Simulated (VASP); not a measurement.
Wanted: the native input for a VASP 6.6.1 run.

| Item | Value |
| --- | --- |
| Task | electric field gradients |
| Functional | PBE |
| Potentials or basis | VASP PAW PBE potentials, release 64 (Zn) |
| Cutoff | 520 eV |
| k mesh | 18 × 18 × 8 |
| Occupations | fermi-dirac, width 0.15 eV |
| Spin | no spin polarisation |
| Dipole correction | no |
| Further INCAR settings | ALGO = Normal; EDIFF = 1e-08; NBANDS = 19 |

The structure of Zn lies in POSCAR:

```
Zn
1.0
    2.6407275037      0.0000000000      0.0000000000
   -1.3203637519      2.2869371027      0.0000000000
    0.0000000000      0.0000000000      5.0672508401
Zn
2
Direct
    0.3333333333      0.6666666667      0.2500000000
    0.6666666667      0.3333333333      0.7500000000
```

One way to write it, as run:

INCAR

```
SYSTEM = Zn
  PREC = Accurate
  ENCUT = 520
  EDIFF = 1E-8
  ISMEAR = -1
  SIGMA = 0.15
  LREAL = .False.
  LASPH = .True.
  NELM = 80
  ALGO = Normal
  ISIF = 2
  LWAVE = .False.
  LCHARG = .False.
  GGA = PE
  LEFG = .True.
  NBANDS = 19
```

KPOINTS

```
Automatic mesh
0
Gamma
  18 18 8
  0 0 0
```

Potentials or basis: VASP PAW PBE potentials, release 64 (Zn).

Launch:

```sh
$ cat potpaw_PBE.64/Zn/POTCAR > POTCAR
$ mpirun -np 1 vasp_std > vasp.out
```

Results of the run:

The pressure is 0.3 GPa, the band gap on the k mesh is zero (bands 12 and 13 overlap by 5.16 eV) and the largest electric field gradient by atom is Zn +45.5 V/Å².

Caveat: without QUAD_EFG the Cq values of the log hold for a quadrupole moment of 1 mb, not for the nuclei.

Wall time 48 s on 1 thread of Intel(R) Xeon(R) Platinum 8559C (Emerald Rapids) (shared host), peak memory 0.2 GiB.
